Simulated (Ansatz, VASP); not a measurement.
# Cd: VASP beside Ansatz

INCAR

```
SYSTEM = Cd
ALGO     = Fast           ! electronic algorithm
EDIFF    = 1E-7           ! SCF threshold, eV
ENCUT    = 520            ! plane-wave cutoff, eV
GGA      = PE             ! functional
ISIF     = 2              ! what is computed and relaxed
ISMEAR   = 0              ! smearing method
LASPH    = .TRUE.         ! aspherical terms in the spheres
LCHARG   = .TRUE.         ! write CHGCAR
LELF     = .TRUE.         ! ELF
LREAL    = .FALSE.        ! projectors in reciprocal space
LVHAR    = .TRUE.       
LWAVE    = .FALSE.        ! write WAVECAR
NBANDS   = 12             ! bands
NELM     = 80             ! most SCF steps
PREC     = Accurate       ! precision mode
SIGMA    = 0.15           ! smearing width, eV
```

Contents of KPOINTS:

```
k-points
0
G
  18 18 18
  0 0 0
```

The input POSCAR:

```
Cd
1.0
    0.0000000000      2.3290572375      2.1072422625
    2.3290572375      0.0000000000      2.1072422625
    2.3290572375      2.3290572375      0.0000000000
Cd
1
Direct
    0.0000000000      0.0000000000      0.0000000000
```

Input for Ansatz:

```yaml
crystal:
  lattice:
    - [0.0, 2.3290572375, 2.1072422625]
    - [2.3290572375, 0.0, 2.1072422625]
    - [2.3290572375, 2.3290572375, 0.0]
  atoms:
    - { symbol: Cd, position: [0.0, 0.0, 0.0] }
basis:
  ecutwfc: 420
kpoints:
  mp_grid: { grid: [18, 18, 18] }
hamiltonian:
  xc: pbe
scf:
  occupations: { method: gaussian, width: 0.15 }
output:
  forces: true
  stress: true
  eigenvalues: true
  write_density: true
  write_potential: true
  elf: true
  volumetric_format: npy
```

Change from the starting cell: strain +0.050 along x and y, -0.050 along z, atoms carried along.

Alike in both runs: task single point; functional PBE; k mesh 18 × 18 × 18; occupations gaussian, width 0.15 eV; no spin polarisation.

|  | VASP | Ansatz |
| --- | --- | --- |
| version | VASP 6.6.1 | Ansatz 0.2.0 |
| potentials or method | VASP PAW PBE potentials, release 64 (Cd), cutoff 520 eV | scalar-relativistic, plane waves, PAW |
| valence electrons in the cell | 12 | 20 |

Ansatz gave:

* gap on the k mesh at the Fermi level (eV): none
* pressure (GPa): 0.2
* traceless stress, the component that is largest in VASP (GPa): 1.37

Problem. Which values does VASP return?

Solution. gap on the k mesh at the Fermi level (eV): none; pressure (GPa): 0.4; traceless stress, the component that is largest in VASP (GPa): 1.38.

A gap of «none» marks a metal or a gap that the smearing closes. With one functional, cell and mesh, what is left measures potentials, basis and numerics. VASP's potentials hold 12 valence electrons a cell and Ansatz's 20, so a difference there can come from the potentials and not from the codes.
